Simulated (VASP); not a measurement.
Wanted: the native input for a VASP 6.6.1 run.

| Quantity | Value |
| --- | --- |
| Task | single point |
| Functional | PBE |
| Potentials or basis | VASP PAW PBE potentials, release 64 (Rb_sv, Hg) |
| Cutoff | 520 eV |
| k mesh | 8 × 8 × 10 |
| Occupations | fermi-dirac, width 0.15 eV |
| Spin | no spin polarisation |
| Dipole correction | no |
| Further INCAR settings | ALGO = Fast; EDIFF = 1e-07; NBANDS = 22 |

The structure of Rb2Hg lies in POSCAR:

```
Rb2Hg
1.0
    6.4128264573      0.0000000000      0.0000000000
    0.0000000000      6.4128264573      0.0000000000
    0.0000000000      0.0000000000      4.4449949986
Rb Hg
2 1
Direct
    0.0000000000      0.5000000000      0.5000000000
    0.5000000000      0.0000000000      0.5000000000
    0.0000000000      0.0000000000      0.0000000000
```

The input as run:

INCAR

```
ALGO = Fast ; EDIFF = 1E-7
ENCUT = 520 ; GGA = PE
ISIF = 2 ; ISMEAR = -1
LASPH = T ; LCHARG = F
LREAL = F ; LWAVE = F
NBANDS = 22 ; NELM = 60
PREC = Accurate ; SIGMA = 0.15
```

KPOINTS

```
k-points
0
Gamma
  8 8 10
```

Potentials or basis: VASP PAW PBE potentials, release 64 (Rb_sv, Hg).

Launch:

```sh
$ cat potpaw_PBE.64/Rb_sv/POTCAR potpaw_PBE.64/Hg/POTCAR > POTCAR
$ mpirun -np 1 vasp_std > vasp.out
```

It gave:

```
Pressure               : 0.0 GPa
Band gap on the k mesh : zero (bands 15 and 16 overlap by 1.31 eV)
```

Caveat: spin-orbit coupling is left out, which moves the levels of the heavy elements.

It took 3.1 min on 1 thread of Intel(R) Xeon(R) 6975P-C (Granite Rapids), on a shared host, peak memory 0.51 GiB.
